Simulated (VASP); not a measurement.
# Tl (Fd-3m) in VASP: a series of runs, part 2 of 2

VASP 6.6.1.

### Step 3. Single point, PBEsol (16.27 Å³/atom)

INCAR reads:

```
PREC     = Accurate       # precision mode
ENCUT    = 520            # plane-wave cutoff, eV
EDIFF    = 1E-7           # SCF threshold, eV
ISMEAR   = -1             # smearing method
SIGMA    = 0.1            # smearing width, eV
LREAL    = F              # projectors in reciprocal space
LASPH    = T              # aspherical terms in the spheres
NELM     = 80             # most SCF steps
ALGO     = Normal         # electronic algorithm
ISIF     = 2              # what is computed and relaxed
LWAVE    = F              # write WAVECAR
LCHARG   = F              # write CHGCAR
GGA      = PS             # functional
NBANDS   = 20             # bands
```

KPOINTS reads:

```
regular mesh
0
Gamma
  10 10 10
```

POSCAR reads:

```
Tl
1.0
    0.0000000000      2.5337918558      2.5337918558
    2.5337918558      0.0000000000      2.5337918558
    2.5337918558      2.5337918558      0.0000000000
Tl
2
Direct
   -0.1250000000     -0.1250000000     -0.1250000000
    0.1250000000      0.1250000000      0.1250000000
```

Potentials or basis: VASP PAW PBE potentials, release 64 (Tl_d).

The run is started by

```
$ cat potpaw_PBE.64/Tl_d/POTCAR > POTCAR
$ mpirun -np 1 vasp_std > vasp.out
```

OUTCAR:

```text
PREC = Accurate
   ENCUT = 520
   EDIFF = 1E-7
   ISMEAR = -1
   LREAL = F
   LASPH = T
   NELM = 80
   ISIF = 2
   GGA = PS

 ion  position               nearest neighbor table
   1  0.875  0.875  0.875-   2 2.19   2 2.19   2 2.19   2 2.19
   2  0.125  0.125  0.125-   1 2.19   1 2.19   1 2.19   1 2.19

  LATTYP: Found a face centered cubic cell.
 ALAT       =     5.0675837116

  Lattice vectors:

 A1 = (   0.0000000000,   2.5337918558,   2.5337918558)
 A2 = (   2.5337918558,   0.0000000000,   2.5337918558)
 A3 = (   2.5337918558,   2.5337918558,   0.0000000000)

Analysis of symmetry for initial positions (statically):
=====================================================================
 Subroutine PRICEL returns:
 Original cell was already a primitive cell.

 Routine SETGRP: Setting up the symmetry group for a
 face centered cubic supercell.

 Subroutine GETGRP returns: Found 48 space group operations
 (whereof 12 operations were pure point group operations)
 out of a pool of 48 trial point group operations.

The static configuration has the point symmetry D_3d.
 The point group associated with its full space group is O_h .

Analysis of symmetry for dynamics (positions and initial velocities):
=====================================================================
 Subroutine PRICEL returns:
 Original cell was already a primitive cell.

 Routine SETGRP: Setting up the symmetry group for a
 face centered cubic supercell.

 Subroutine GETGRP returns: Found 48 space group operations
 (whereof 12 operations were pure point group operations)
 out of a pool of 48 trial point group operations.

The dynamic configuration has the point symmetry D_3d.
 The point group associated with its full space group is O_h .

 Subroutine INISYM returns: Found 48 space group operations
 (whereof 12 operations are pure point group operations),
[... 108 lines left out ...]
   NUPDOWN=      -1.0000    fix difference up-down
   EMIN   =  10.00;   EMAX   =-10.00  energy-range for DOS
   EFERMI =   0.00;   METHOD = LEGACY
   ISMEAR =    -1;   SIGMA  =   0.10  broadening in eV -4-tet -1-fermi 0-gaus
   EFERMI_NEDOS =   21; number of points for ismear=-14 and -15
   IALGO  =     38    algorithm
   IMIX   =      4    mixing-type and parameters
     AMIX     =   0.40;   BMIX     =  1.00
     AMIX_MAG =   1.60;   BMIX_MAG =  1.00
  volume/ion in A,a.u.               =      16.27       109.78
  Fermi-wavevector in a.u.,A,eV,Ry     =   1.519212  2.870894 31.402311  2.308005
  Thomas-Fermi vector in A             =   2.628228
   LORBIT       =      0    0 simple, 1 ext, 2 COOP (PROOUT), +10 PAW based schemes
   GGA     = PS    functional components
   LHFCALC =     F    Hartree Fock is set to
   AEXX    =    0.0000 exact exchange contribution
   IVDW    =     0    specifies the selected vdW correction
   LEPSILON=     F    determine dielectric tensor
   LRPA    =     F    only Hartree local field effects (RPA)
 non-spin polarized calculation
  energy-cutoff  :      520.00
  volume of cell :       32.53
 maximum number of plane-waves:       895
   NGX = 13   NGY = 13   NGZ = 13

 number of electron      26.0000002 magnetization

 Free energy of the ion-electron system (eV)
  ---------------------------------------------------
  ext. energy  EPLUGINS =         0.00000000
  ---------------------------------------------------
  free energy    TOTEN  =         8.55420954 eV

  energy without entropy =        8.57660299  energy(sigma->0) =        8.56540627

 E-fermi :  14.8923     XC(G=0): -13.1971

 val. band max:       14.8720856400   @ k =   0.3000   0.3000   0.0000
 cond. band min:      14.9216641416   @ k =   0.3000   0.2000   0.1000
 fundamental gap:      0.0495785016
 Fermi energy:        14.8923040572

 k-point     1 :       0.0000    0.0000    0.0000
  band No.  band energies     occupation
      1      -1.8215      2.00000
      2      -1.8215      2.00000
      3      -1.8056      2.00000
      4      -1.8056      2.00000
      5      -1.8056      2.00000
      6      -1.6033      2.00000
[... 541 lines left out ...]
     19      29.7652      0.00000
     20      30.5344      0.00000

 [... further k-points ...]

------------------------ aborting loop because EDIFF is reached ----------------------------------------

  FORCE on cell =-STRESS in cart. coord.  units (eV):
  Direction    XX          YY          ZZ          XY          YZ          ZX
  --------------------------------------------------------------------------------------
  -------------------------------------------------------------------------------------
  Total       45.4841808     45.4841808     45.4841808      0.0000000      0.0000000      0.0000000
  in kB     2239.8975578   2239.8975578   2239.8975578      0.0000000      0.0000000      0.0000000
  external PRESSURE =    2239.8975578 kB  Pullay stress =       0.0000000 kB

 VOLUME and BASIS-vectors are now :
 -----------------------------------------------------------------------------
  energy-cutoff  :      520.00
  volume of cell :       32.53
      direct lattice vectors                 reciprocal lattice vectors
     0.000000000  2.533791856  2.533791856    -0.197332705  0.197332705  0.197332705
     2.533791856  0.000000000  2.533791856     0.197332705 -0.197332705  0.197332705
     2.533791856  2.533791856  0.000000000     0.197332705  0.197332705 -0.197332705

 POSITION                                       TOTAL-FORCE (eV/Angst)
 -----------------------------------------------------------------------------------
      4.43414      4.43414      4.43414        -0.000000     -0.000000     -0.000000
      0.63345      0.63345      0.63345         0.000000      0.000000      0.000000
 -----------------------------------------------------------------------------------
    total drift:                                0.000000     -0.000000     -0.000000

  FREE ENERGIE OF THE ION-ELECTRON SYSTEM (eV)
  ---------------------------------------------------
  free  energy   TOTEN  =         8.5542095426 eV

  energy  without entropy=        8.5766029950  energy(sigma->0) =        8.56540627
```

stdout:

```text
POSCAR found type information on POSCAR Tl
 POSCAR found :  1 types and       2 ions
 scaLAPACK will be used
 -----------------------------------------------------------------------------
|                                                                             |
|                                                                             |
|     You enforced a specific xc type in the INCAR file but a different       |
|     I HOPE YOU KNOW WHAT YOU ARE DOING!                                     |
|                                                                             |
 -----------------------------------------------------------------------------

 LDA part: xc-table for (Slater+PW92), standard interpolation
 POSCAR, INCAR and KPOINTS ok, starting setup
 FFT: planning ... GRIDC
 FFT: planning ... GRID_SOFT
 FFT: planning ... GRID
 WAVECAR not read
 entering main loop
```

It took 39 s on 1 thread of Intel Xeon 8259CL, shared host; peak memory 0.17 GiB.

Results:

| Item | Value |
| --- | --- |
| Free energy | 8.5542 eV |
| Pressure | 224.0 GPa |
| Band gap on the k mesh | zero (bands 13 and 14 overlap by 10.23 eV) |

Levels at points of the mesh, in eV from the Fermi level:
```tsv
k point	band 10	band 11	band 12	band 13	band 14	band 15	band 16	band 17
(0.00, 0.00, 0.00)	-11.53	-11.53	6.38	6.79	7.46	7.46	7.46	8.17
(0.50, 0.00, 0.00)	-11.74	-8.79	-8.78	2.80	2.80	5.50	7.43	9.21
(0.50, 0.50, 0.00)	-11.44	-7.27	-7.27	-2.13	-2.13	4.46	4.46	16.29
```

Caveat: the cell stands under pressure; the PAW data sets were made with another functional, which shifts forces and pressure a little; spin-orbit coupling is left out, which moves the levels of the heavy elements.

### Step 4. Single point, PBEsol+D3(BJ)

INCAR reads:

```
SYSTEM = Tl
PREC = Accurate
ENCUT = 520
EDIFF = 1E-6
ISMEAR = -1
SIGMA = 0.1
LREAL = .False.
LASPH = .True.
NELM = 60
ALGO = Normal
ISIF = 2
LWAVE = .False.
LCHARG = .False.
GGA = PS
IVDW = 12
NBANDS = 20
```

KPOINTS reads:

```
Automatic mesh
0
Gamma
  10 10 10
  0 0 0
```

POSCAR is that of step 3.

The run is started by

```
$ cat potpaw_PBE.64/Tl_d/POTCAR > POTCAR
$ mpirun -np 1 vasp_std > vasp.out
```

Run time: 35 s. Hardware: 1 thread of Intel Xeon 8259CL, shared host; peak memory 0.18 GiB.

It converged, with:

```
Free energy                : 7.1972 eV
Pressure                   : 217.1 GPa
Band gap on the k mesh     : zero (bands 13 and 14 overlap by 10.23 eV)
Dispersion energy per atom : -0.678 eV
```

Levels at points of the mesh, in eV from the Fermi level:
| k point | band 11 | band 12 | band 13 | band 14 | band 15 | band 16 |
| --- | --- | --- | --- | --- | --- | --- |
| (0.00, 0.00, 0.00) | -11.53 | 6.38 | 6.79 | 7.46 | 7.46 | 7.46 |
| (0.50, 0.00, 0.00) | -8.79 | -8.78 | 2.80 | 2.80 | 5.50 | 7.43 |
| (0.50, 0.50, 0.00) | -7.27 | -7.27 | -2.13 | -2.13 | 4.46 | 4.46 |

Caveat: the cell stands under pressure; the PAW data sets were made with another functional, which shifts forces and pressure a little; spin-orbit coupling is left out, which moves the levels of the heavy elements.
